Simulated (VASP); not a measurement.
**Al: single point with r2SCAN**

Al:

```xyz
2
Lattice="2.8311 0.0000 0.0000 -1.4155 2.4518 0.0000 0.0000 0.0000 4.8991" Properties=species:S:1:pos:R:3 pbc="T T T"
Al    1.4155    0.8173    3.6743
Al    0.0000    1.6345    1.2248
```

This isn't the form of Al at room conditions, which is fcc.

```json
{
  "Program": "VASP 6.6.1",
  "Task": "single point",
  "Functional": "r2SCAN",
  "Potentials or basis": "VASP PAW PBE potentials, release 64 (Al)",
  "Cutoff": "550 eV",
  "k mesh": "12 × 12 × 6",
  "Occupations": "methfessel-paxton, width 0.05 eV",
  "Spin": "no spin polarisation"
}
```

```
Pressure               : -4.9 GPa
Band gap on the k mesh : zero (bands 3 and 4 overlap by 7.04 eV)
```

Stress tensor (GPa, compression positive):
```
-3.60  0.00  0.00
 0.00 -3.60  0.00
 0.00  0.00 -7.52
```

Levels at points of the mesh, in eV from the Fermi level:
```csv
k point,band 1,band 2,band 3,band 4,band 5,band 6,band 7
"(0.00, 0.00, 0.00)",-11.65,-5.23,-5.19,11.69,12.06,12.06,12.23
"(0.50, 0.00, 0.00)",-5.25,-5.25,0.61,0.69,1.42,1.50,6.59
"(0.00, 0.00, 0.50)",-10.01,-10.01,2.51,2.51,13.08,13.08,13.08
"(0.50, 0.00, 0.50)",-4.07,-4.07,-3.19,-3.19,7.74,7.74,7.99
```

It took 80 s on 1 thread of Intel Xeon 8259CL, on a shared host, peak memory 0.17 GiB.

Caveat: the cell stands under tension; the PAW data sets were made with another functional, which shifts forces and pressure a little.
